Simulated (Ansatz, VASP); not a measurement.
# One calculation of AlN, two programs

```
Al N
1.0
     0.00000    2.18399    2.18399
     2.18399    0.00000    2.18399
     2.18399    2.18399    0.00000
Al N
1 1
Direct
  0.03238 0.96762 0.00000
  0.75000 0.75000 0.75000
```

Change from the starting cell: all Al atoms moved -0.100 Å, as atom 1 along Cartesian [1 -1 0].

Alike in both runs: task single point; functional r2SCAN; k mesh 10 × 10 × 10; occupations gaussian, width 0.05 eV; no spin polarisation.

|  | VASP | Ansatz |
| --- | --- | --- |
| version | VASP 6.6.1 | Ansatz 0.2.0 |
| potentials or method | VASP PAW PBE potentials, release 64 (Al, N), cutoff 520 eV | scalar-relativistic, plane waves, PAW |
| valence electrons in the cell | 8 | 8 |

Ansatz gave:

```
gap on the k mesh at the Fermi level (eV)                     : 3.67
least direct gap on the mesh (eV)                             : 4.57
pressure (GPa)                                                : 1.5
traceless stress, the component that is largest in VASP (GPa) : 4.86
rms of the force components (eV/Å)                            : 0.897
```

Task: Estimate VASP's values.

Result: gap on the k mesh at the Fermi level (eV): 3.66; least direct gap on the mesh (eV): 4.60; pressure (GPa): 1.2; traceless stress, the component that is largest in VASP (GPa): 4.96; rms of the force components (eV/Å): 0.907.

VASP's potentials were made for PBE, not for r2SCAN. Atom by atom the forces differ by 0.009 eV/Å (rms over components). The functional is the same, so the differences come from potentials, cutoffs and numerics.
